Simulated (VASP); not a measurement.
# Fe in VASP: further runs

The runs below take Fe through single point, with PBEsol.

All numbers are computed with VASP 6.6.1; they aren't measurements. Logs are shortened: lines on timing, memory, paths and dates and some standing lists are left out, and cuts for length are marked.

### 1 The cell of the first run

The typed cell holds 4 atoms: a = 4.022 Å, b = 4.022 Å, c = 3.458 Å, α = 90.00°, β = 90.00°, γ = 128.82°.

### 2 Single point, PBEsol, collinear spin, ferromagnetic start

File INCAR:

```
ALGO = Normal
EDIFF = 1E-6
ENCUT = 520
GGA = PS
ISIF = 2
ISMEAR = 0
ISPIN = 2
LASPH = True
LCHARG = False
LMAXMIX = 4
LORBIT = 11
LREAL = False
LWAVE = False
MAGMOM = 0.28 0.28 0.28 0.28
NBANDS = 28
NELM = 150
PREC = Accurate
SIGMA = 0.1
```

File KPOINTS:

```
k-points
0
Gamma
  6 6 4
```

File POSCAR:

```
Fe
1.0
    1.7368619369     -3.6270946917      0.0000000000
    1.7368619369      3.6270946917      0.0000000000
    0.0000000000      0.0000000000      3.4577529700
Fe
4
Direct
    0.1481633000      0.8518367000      0.0000177608
    0.6481633000      0.3518367000      0.4999822392
    0.8518367000      0.1481633000      0.9999822392
    0.3518367000      0.6481633000      0.5000177608
```

Potentials or basis: VASP PAW PBE potentials, release 64 (Fe).

Command:

```bash
cat potpaw_PBE.64/Fe/POTCAR > POTCAR
mpirun -np 1 vasp_std > vasp.out
```

OUTCAR:

```text
EDIFF = 1E-6
   ENCUT = 520
   GGA = PS
   ISIF = 2
   ISMEAR = 0
   ISPIN = 2
   LASPH = True
   LORBIT = 11
   LREAL = False
   NELM = 150
   PREC = Accurate

 ion  position               nearest neighbor table
   1  0.148  0.852  0.000-   3 2.15   4 2.27   4 2.27   3 2.28   3 2.28   2 2.45   2 2.45   2 2.45
                             2 2.45
   2  0.648  0.352  0.500-   4 2.15   3 2.27   3 2.27   4 2.28   4 2.28   1 2.45   1 2.45   1 2.45
                             1 2.45
   3  0.852  0.148  1.000-   1 2.15   2 2.27   2 2.27   1 2.28   1 2.28   4 2.45   4 2.45   4 2.45
                             4 2.45
   4  0.352  0.648  0.500-   2 2.15   1 2.27   1 2.27   2 2.28   2 2.28   3 2.45   3 2.45   3 2.45
                             3 2.45

  LATTYP: Found a base centered orthorhombic cell.
 ALAT       =     3.4737238738
 B/A-ratio  =     2.0883034020
 C/A-ratio  =     0.9954023681

  Lattice vectors:

 A1 = (   1.7368619369,  -3.6270946917,   0.0000000000)
 A2 = (   1.7368619369,   3.6270946917,   0.0000000000)
 A3 = (   0.0000000000,   0.0000000000,   3.4577529700)

Analysis of symmetry for initial positions (statically):
=====================================================================
 Subroutine PRICEL returns:
 Original cell was already a primitive cell.

 Routine SETGRP: Setting up the symmetry group for a
 base centered orthorhombic supercell.

 Subroutine GETGRP returns: Found  8 space group operations
 (whereof  4 operations were pure point group operations)
 out of a pool of  8 trial point group operations.

The static configuration has the point symmetry C_2h.
 The point group associated with its full space group is D_2h.

Analysis of symmetry for dynamics (positions and initial velocities):
=====================================================================
 Subroutine PRICEL returns:
 Original cell was already a primitive cell.

 Routine SETGRP: Setting up the symmetry group for a
 base centered orthorhombic supercell.

 Subroutine GETGRP returns: Found  8 space group operations
 (whereof  4 operations were pure point group operations)
 out of a pool of  8 trial point group operations.

The dynamic configuration has the point symmetry C_2h.
 The point group associated with its full space group is D_2h.

Analysis of structural, dynamic, and magnetic symmetry:
=====================================================================
 Subroutine PRICEL returns:
 Original cell was already a primitive cell.

 Routine SETGRP: Setting up the symmetry group for a
 base centered orthorhombic supercell.

 Subroutine GETGRP returns: Found  8 space group operations
 (whereof  4 operations were pure point group operations)
 out of a pool of  8 trial point group operations.

The overall configuration has the point symmetry C_2h.
 The point group associated with its full space group is D_2h.

 Subroutine INISYM returns: Found  8 space group operations
 (whereof  4 operations are pure point group operations),
 and found     1 'primitive' translations

----------------------------------------------------------------------------------------

                                     Primitive cell

  volume of cell :      43.5660

  direct lattice vectors                    reciprocal lattice vectors
     1.736861937 -3.627094692  0.000000000     0.287875501 -0.137851378  0.000000000
     1.736861937  3.627094692  0.000000000     0.287875501  0.137851378  0.000000000
     0.000000000  0.000000000  3.457752970     0.000000000  0.000000000  0.289205160

  length of vectors
     4.021505351  4.021505351  3.457752970     0.319179113  0.319179113  0.289205160

  position of ions in fractional coordinates (direct lattice)
     0.148163300  0.851836700  0.000017761
     0.648163300  0.351836700  0.499982239
     0.851836700  0.148163300  0.999982239
     0.351836700  0.648163300  0.500017761

  ion indices of the primitive-cell ions
   primitive index   ion index
                 1           1
                 2           2
                 3           3
                 4           4

----------------------------------------------------------------------------------------

 KPOINTS: k-points

Automatic generation of k-mesh.
 Grid dimensions read from file:
 generate k-points for:    6    6    4

 Generating k-lattice:

  Cartesian coordinates                     Fractional coordinates (reciprocal lattice)
     0.047979250 -0.022975230  0.000000000     0.166666667  0.000000000  0.000000000
     0.047979250  0.022975230  0.000000000     0.000000000  0.166666667  0.000000000
     0.000000000  0.000000000  0.072301290     0.000000000  0.000000000  0.250000000

  Length of vectors
     0.053196519  0.053196519  0.072301290

  Shift w.r.t. Gamma in fractional coordinates (k-lattice)
     0.000000000  0.000000000  0.000000000

 Subroutine IBZKPT returns following result:
 ===========================================

 Found     39 irreducible k-points:

 Following reciprocal coordinates:
            Coordinates               Weight
  0.000000  0.000000  0.000000      1.000000
  0.166667  0.000000  0.000000      4.000000
  0.333333 -0.000000  0.000000      4.000000
  0.500000  0.000000  0.000000      2.000000
  0.166667  0.166667  0.000000      2.000000
  0.333333  0.166667  0.000000      4.000000
[... 16 lines left out ...]
  0.333333  0.333333  0.250000      4.000000
  0.500000  0.333333  0.250000      8.000000
 [... further k-points ...]
   k-points           NKPTS =     39   k-points in BZ     NKDIM =     39   number of bands    NBANDS=     28
   number of dos      NEDOS =    301   number of ions     NIONS =      4
   total plane-waves  NPLWV =  25200
   dimension x,y,z NGX =    30 NGY =   30 NGZ =   28
   dimension x,y,z NGXF=    60 NGYF=   60 NGZF=   56
   ions per type =               4
   NGX,Y,Z   is equivalent  to a cutoff of  12.40, 12.40, 13.46 a.u.
   NGXF,Y,Z  is equivalent  to a cutoff of  24.80, 24.80, 26.92 a.u.
 SYSTEM =  unknown system
   PREC   = accura    normal or accurate (medium, high low for compatibility)
   ISTART =      0    job   : 0-new  1-cont  2-samecut
   ICHARG =      2    charge: 1-file 2-atom 10-const
   ISPIN  =      2    spin polarized calculation?
   LNONCOLLINEAR =      F non collinear calculations
   LSORBIT =      F    spin-orbit coupling
   LASPH  =      T    aspherical Exc in radial PAW
   ENCUT  =  520.0 eV  38.22 Ry    6.18 a.u.   7.48  7.48  6.43*2*pi/ulx,y,z
   NELM   =    150;   NELMIN=  2; NELMDL= -5     # of ELM steps
   EDIFF  = 0.1E-05   stopping-criterion for ELM
   LREAL  =      F    real-space projection
   EDIFFG = 0.1E-04   stopping-criterion for IOM
   NSW    =      0    number of steps for IOM
   IBRION =     -1    ionic relax: 0-MD 1-quasi-New 2-CG
   NFREE  =      0    steps in history (QN), initial steepest desc. (CG)
   ISIF   =      2    stress and relaxation
   ISYM   =      2    0-nonsym 1-usesym 2-fastsym
   POTIM  = 0.5000    time-step for ionic-motion
   TEBEG  =    0.0;   TEEND  =   0.0 temperature during run
   PSTRESS=    0.0 pullay stress
   NELECT =      32.0000    total number of electrons
   NUPDOWN=      -1.0000    fix difference up-down
   EMIN   =  10.00;   EMAX   =-10.00  energy-range for DOS
   EFERMI =   0.00;   METHOD = LEGACY
   ISMEAR =     0;   SIGMA  =   0.10  broadening in eV -4-tet -1-fermi 0-gaus
   EFERMI_NEDOS =   21; number of points for ismear=-14 and -15
   IALGO  =     38    algorithm
   IMIX   =      4    mixing-type and parameters
     AMIX     =   0.40;   BMIX     =  1.00
     AMIX_MAG =   1.60;   BMIX_MAG =  1.00
  volume/ion in A,a.u.               =      10.89        73.50
  Fermi-wavevector in a.u.,A,eV,Ry     =   1.477096  2.791307 29.685370  2.181813
  Thomas-Fermi vector in A             =   2.591542
   LORBIT       =     11    0 simple, 1 ext, 2 COOP (PROOUT), +10 PAW based schemes
   GGA     = PS    functional components
   LHFCALC =     F    Hartree Fock is set to
   AEXX    =    0.0000 exact exchange contribution
   IVDW    =     0    specifies the selected vdW correction
   LEPSILON=     F    determine dielectric tensor
   LRPA    =     F    only Hartree local field effects (RPA)
 spin polarized calculation
 Gauss-broadening in eV      SIGMA  =   0.10
  energy-cutoff  :      520.00
  volume of cell :       43.57
 maximum number of plane-waves:      1195
 NGX is ok and might be reduce to    30
   NGX = 15   NGY = 15   NGZ = 13

 number of electron      32.0000017 magnetization      -0.0011435

 number of electron      32.0000017 magnetization       0.0003132

 Free energy of the ion-electron system (eV)
  ---------------------------------------------------
  ext. energy  EPLUGINS =         0.00000000
  ---------------------------------------------------
  free energy    TOTEN  =       -34.01610953 eV

  energy without entropy =      -33.99272046  energy(sigma->0) =      -34.00441499

 E-fermi :   6.0150     XC(G=0): -13.4355

 val. band max:        6.0075719038   @ k =   0.1667   0.0000   0.0000
 cond. band min:       6.0150066474   @ k =   0.0000   0.0000   0.2500
 fundamental gap:      0.0074347435
 Fermi energy:         6.0149523466

 spin component 1

 k-point     1 :       0.0000    0.0000    0.0000
  band No.  band energies     occupation
      1      -2.4153      1.00000
      2       1.2943      1.00000
      3       1.7909      1.00000
      4       1.9386      1.00000
      5       2.2106      1.00000
      6       2.3748      1.00000
[... 20 lines left out ...]
     27      17.0660      0.00000
     28      17.8020      0.00000

 k-point     2 :       0.1667    0.0000    0.0000
  band No.  band energies     occupation
      1      -1.9459      1.00000
      2       1.5607      1.00000
      3       1.9514      1.00000
      4       2.1152      1.00000
      5       2.2981      1.00000
      6       2.4149      1.00000
[... 674 lines left out ...]
 k-point    24 :       0.5000    0.3333    0.2500
  band No.  band energies     occupation
      1       0.4490      1.00000
      2       1.3008      1.00000
      3       1.8207      1.00000
      4       2.0705      1.00000
      5       2.2471      1.00000
      6       2.6383      1.00000
[... 20 lines left out ...]
     27      19.4195      0.00000
     28      20.6134      0.00000

 [... further k-points ...]

 spin component 2

 k-point     1 :       0.0000    0.0000    0.0000
  band No.  band energies     occupation
      1      -2.4153      1.00000
      2       1.2943      1.00000
      3       1.7910      1.00000
      4       1.9386      1.00000
      5       2.2107      1.00000
      6       2.3749      1.00000
[... 20 lines left out ...]
     27      17.0660      0.00000
     28      17.8021      0.00000

 k-point     2 :       0.1667    0.0000    0.0000
  band No.  band energies     occupation
      1      -1.9459      1.00000
      2       1.5608      1.00000
      3       1.9515      1.00000
      4       2.1153      1.00000
      5       2.2982      1.00000
      6       2.4150      1.00000
[... 674 lines left out ...]
 k-point    24 :       0.5000    0.3333    0.2500
  band No.  band energies     occupation
      1       0.4490      1.00000
      2       1.3009      1.00000
      3       1.8207      1.00000
      4       2.0706      1.00000
      5       2.2471      1.00000
      6       2.6383      1.00000
[... 20 lines left out ...]
     27      19.4195      0.00000
     28      20.6134      0.00000

 [... further k-points ...]

------------------------ aborting loop because EDIFF is reached ----------------------------------------

  FORCE on cell =-STRESS in cart. coord.  units (eV):
  Direction    XX          YY          ZZ          XY          YZ          ZX
  --------------------------------------------------------------------------------------
  -------------------------------------------------------------------------------------
  Total       -0.1519392     -0.3671737     -0.1109387      0.0000000      0.0000000      0.0000000
  in kB       -5.5876884    -13.5031149     -4.0798620      0.0000000      0.0000000      0.0000000
  external PRESSURE =      -7.7235551 kB  Pullay stress =       0.0000000 kB

 VOLUME and BASIS-vectors are now :
 -----------------------------------------------------------------------------
  energy-cutoff  :      520.00
  volume of cell :       43.57
      direct lattice vectors                 reciprocal lattice vectors
     1.736861937 -3.627094692  0.000000000     0.287875501 -0.137851378  0.000000000
     1.736861937  3.627094692  0.000000000     0.287875501  0.137851378  0.000000000
     0.000000000  0.000000000  3.457752970     0.000000000  0.000000000  0.289205160

 POSITION                                       TOTAL-FORCE (eV/Angst)
 -----------------------------------------------------------------------------------
      1.73686      2.55229      0.00006         0.000000      0.027897     -0.000900
      1.73686     -1.07480      1.72882         0.000000      0.027897      0.000900
      1.73686     -2.55229      3.45769         0.000000     -0.027897      0.000900
      1.73686      1.07480      1.72894         0.000000     -0.027897     -0.000900
 -----------------------------------------------------------------------------------
    total drift:                                0.000000      0.000000      0.000000

  FREE ENERGIE OF THE ION-ELECTRON SYSTEM (eV)
  ---------------------------------------------------
  free  energy   TOTEN  =       -34.0161095299 eV

  energy  without entropy=      -33.9927204574  energy(sigma->0) =      -34.00441499

 total charge

# of ion       s       p       d       tot
------------------------------------------
    1        0.564   0.610   6.425   7.600
    2        0.564   0.610   6.425   7.600
    3        0.564   0.610   6.425   7.600
    4        0.564   0.610   6.425   7.600
--------------------------------------------------
tot          2.258   2.442  25.702  30.402

 magnetization (x)

# of ion       s       p       d       tot
------------------------------------------
    1       -0.000  -0.000   0.000   0.000
    2       -0.000  -0.000   0.000   0.000
    3       -0.000  -0.000   0.000   0.000
    4       -0.000  -0.000   0.000   0.000
--------------------------------------------------
tot         -0.000  -0.000   0.000   0.000
```

It took 1.9 min on 1 thread of Intel Xeon 6975P-C (Granite Rapids), shared host; peak memory 0.21 GiB.

Results:

| Property | Result |
| --- | --- |
| Free energy | -34.0161 eV |
| Pressure | -0.8 GPa |
| Largest force | 0.028 eV/Å |
| Band gap on the k mesh | zero (filled and empty bands overlap) |
| Net moment | 0.00 μB per cell |
| Valence electrons inside the program's atomic spheres | Fe 7.60 |

Forces on the atoms (eV/Å):
```
Fe   0.000  0.028 -0.001
Fe   0.000  0.028  0.001
Fe   0.000 -0.028  0.001
Fe   0.000 -0.028 -0.001
```

Levels at points of the mesh, in eV from the Fermi level:
Spin up:
```tsv
k point	band 14	band 15	band 16	band 17	band 18	band 19
(0.00, 0.00, 0.00)	-0.17	-0.09	-0.08	0.98	1.10	1.24
(0.50, 0.00, 0.00)	-0.82	-0.58	-0.58	-0.02	-0.02	0.85
(0.50, 0.50, 0.00)	-0.04	0.95	0.96	1.16	1.25	1.27
(0.00, 0.00, 0.50)	-0.92	-0.68	-0.68	-0.65	-0.65	0.34
(0.50, 0.00, 0.50)	-1.13	-0.33	-0.33	0.49	0.49	1.10
(0.50, 0.50, 0.50)	-1.15	-0.50	-0.50	0.55	0.55	1.35
```
Spin down:
```csv
k point,band 13,band 14,band 15,band 16,band 17,band 18,band 19,band 20
"(0.00, 0.00, 0.00)",-0.85,-0.17,-0.09,-0.08,0.98,1.10,1.24,1.35
"(0.50, 0.00, 0.00)",-0.82,-0.82,-0.58,-0.58,-0.02,-0.02,0.85,0.85
"(0.50, 0.50, 0.00)",-1.13,-0.04,0.95,0.96,1.16,1.25,1.27,1.29
"(0.00, 0.00, 0.50)",-0.92,-0.92,-0.68,-0.68,-0.65,-0.65,0.34,0.34
"(0.50, 0.00, 0.50)",-1.13,-1.13,-0.33,-0.33,0.49,0.49,1.10,1.10
"(0.50, 0.50, 0.50)",-1.15,-1.15,-0.50,-0.50,0.55,0.55,1.35,1.35
```

Caveat: the k points lie up to 0.45 Å⁻¹ apart, too coarse for converged energies and pressures of a metal; the PAW data sets were made with another functional, which shifts forces and pressure a little.

(Continued in part 2 of 2.)
